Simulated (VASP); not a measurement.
Set up this calculation in VASP 6.6.1, as the native input.

| Property | Result |
| --- | --- |
| Task | single point |
| Functional | LDA |
| Potentials or basis | VASP PAW LDA potentials, release 64 (Sn_d, F) |
| Cutoff | 520 eV |
| k mesh | 2 × 2 × 1, shifted |
| Occupations | gaussian, width 0.1 eV |
| Spin | no spin polarisation |
| Dipole correction | no |
| Further INCAR settings | LREAL = Auto; ALGO = Normal; EDIFF = 1e-07; NBANDS = 84; ISYM = 0 |

The structure of SnF3 lies in POSCAR:

```
SnF3
1.0
    4.1605000000      0.0000000000     -4.1605000000
   -4.1605000000      0.0000000000     -4.1605000000
    0.0000000000      8.3210000000      0.0000000000
Sn F
4 12
Direct
    0.5000000000      0.5000000000      0.5000000000
    0.0000000000      0.0000000000      0.0000000000
    0.5000000000      0.5000000000      0.0000000000
    0.0000000000      0.0000000000      0.5000000000
    0.2760000000      0.7240000000      0.0000000000
    0.7760000000      0.2240000000      0.5000000000
    0.5000000000      0.5000000000      0.7760000000
    0.0000000000      0.0000000000      0.2760000000
    0.7240000000      0.2760000000      0.0000000000
    0.2240000000      0.7760000000      0.5000000000
    0.5000000000      0.5000000000      0.2240000000
    0.0000000000      0.0000000000      0.7240000000
    0.7240000000      0.7240000000      0.0000000000
    0.2240000000      0.2240000000      0.5000000000
    0.2760000000      0.2760000000      0.0000000000
    0.7760000000      0.7760000000      0.5000000000
```

The input as run:

INCAR

```
SYSTEM = SnF3
ALGO = Normal
EDIFF = 1E-7
ENCUT = 520
GGA = CA
ISIF = 2
ISMEAR = 0
ISYM = 0
LASPH = .TRUE.
LCHARG = .FALSE.
LREAL = Auto
LWAVE = .FALSE.
NBANDS = 84
NELM = 100
PREC = Accurate
SIGMA = 0.1
```

KPOINTS

```
Automatic mesh
0
Gamma
  2 2 1
  0.5 0.5 0
```

Potentials or basis: VASP PAW LDA potentials, release 64 (Sn_d, F).

Run with:

```bash
$ cat potpaw_LDA.64/Sn_d/POTCAR potpaw_LDA.64/F/POTCAR > POTCAR
$ mpirun -np 1 vasp_std > vasp.out
```

It gave:

* Pressure: 14.2 GPa
* Largest force: 2.869 eV/Å
* Band gap on the k mesh: 4.48 eV

Caveat: the k points lie up to 0.76 Å⁻¹ apart; spin-orbit coupling is left out, which moves the levels of the heavy elements; forces of over 1 eV/Å act on the atoms, so gaps and moduli don't describe the material at rest.

Run time: 52 s on 1 thread of Intel(R) Xeon(R) 6975P-C (Granite Rapids), on a shared host, peak memory 0.27 GiB.
